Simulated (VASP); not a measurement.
FeGe, 8 atoms in the cell. Symmetry: P2_13, No. 198, cubic system. Conventional cell: a = 4.663 Å, b = 4.663 Å, c = 4.663 Å, α = 90.00°, β = 90.00°, γ = 90.00°. Fe (site symmetry 3) has 7 Ge at 2.37 to 2.63 Å and 6 Fe at 2.86 Å within 3.1 Å. Within 3.1 Å of Ge (site symmetry 3) lie 7 Fe at 2.37 to 2.63 Å and 6 Ge at 2.89 Å. 

| Quantity | Value |
| --- | --- |
| Program | VASP 6.6.1 |
| Task | single point |
| Functional | PBE |
| Potentials or basis | VASP PAW PBE potentials, release 64 (Fe, Ge_d) |
| Cutoff | 520 eV |
| k mesh | 8 × 8 × 8 |
| Occupations | gaussian, width 0.05 eV |
| Spin | collinear spin, ferrimagnetic start |
| Starting moments | [2.5, 2.5, 2.5, -2.5, 0.0, 0.0, 0.0, 0.0] μB |
| Dipole correction | no |
| Further INCAR settings | ALGO = Normal; EDIFF = 1e-06; NBANDS = 58 |

Potentials or basis: VASP PAW PBE potentials, release 64 (Fe, Ge_d).

Run with:

```console
$ cat potpaw_PBE.64/Fe/POTCAR potpaw_PBE.64/Ge_d/POTCAR > POTCAR
$ mpirun -np 4 vasp_std > vasp.out
```

Hardware: 4 MPI ranks on AMD EPYC 9R14 (Zen 4), on a shared host.

Estimate the wall time of this run.

Wall time 5.3 min on 4 MPI ranks on AMD EPYC 9R14 (Zen 4), with other jobs on the host, peak memory 0.73 GiB a rank. Counts: scf iterations 24, k points 90.
